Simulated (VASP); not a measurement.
Write the native input for VASP 6.6.1 that does the following.

* Task: single point
* Functional: PBEsol
* Potentials or basis: VASP PAW PBE potentials, release 64 (W_sv)
* Cutoff: 520 eV
* k mesh: 22 × 22 × 22
* Occupations: fermi-dirac, width 0.1 eV
* Spin: no spin polarisation
* Dipole correction: no
* Further INCAR settings: ALGO = Normal; EDIFF = 1e-07; NBANDS = 13

The structure of W lies in POSCAR:

```
W
1.0
    0.0000000000      1.9996739974      1.9996739974
    1.9996739974      0.0000000000      1.9996739974
    1.9996739974      1.9996739974      0.0000000000
W
1
Direct
    0.0000000000      0.0000000000      0.0000000000
```

These files were run (other wordings do the same):

INCAR

```
  ALGO = Normal
  EDIFF = 1E-7
  ENCUT = 520
  GGA = PS
  ISIF = 2
  ISMEAR = -1
  LASPH = T
  LCHARG = T
  LELF = T
  LREAL = F
  LVHAR = T
  LWAVE = F
  NBANDS = 13
  NELM = 100
  PREC = Accurate
  SIGMA = 0.1
```

KPOINTS

```
k-points
0
Gamma
  22 22 22
```

Potentials or basis: VASP PAW PBE potentials, release 64 (W_sv).

Command:

```bash
$ cat potpaw_PBE.64/W_sv/POTCAR > POTCAR
$ mpirun -np 1 vasp_std > vasp.out
```

Results of the run:

```json
{
  "Pressure": "0.5 GPa",
  "Band gap on the k mesh": "zero (band 7 reaches 13.89 eV, above the bottom of band 8 at 10.08 eV)"
}
```

Caveat: the PAW data sets were made with another functional, which shifts forces and pressure a little; spin-orbit coupling is left out, which moves the levels of the heavy elements.

It took 2.2 min on 1 thread of Intel Xeon 8259CL, with other jobs on the host, peak memory 0.19 GiB.
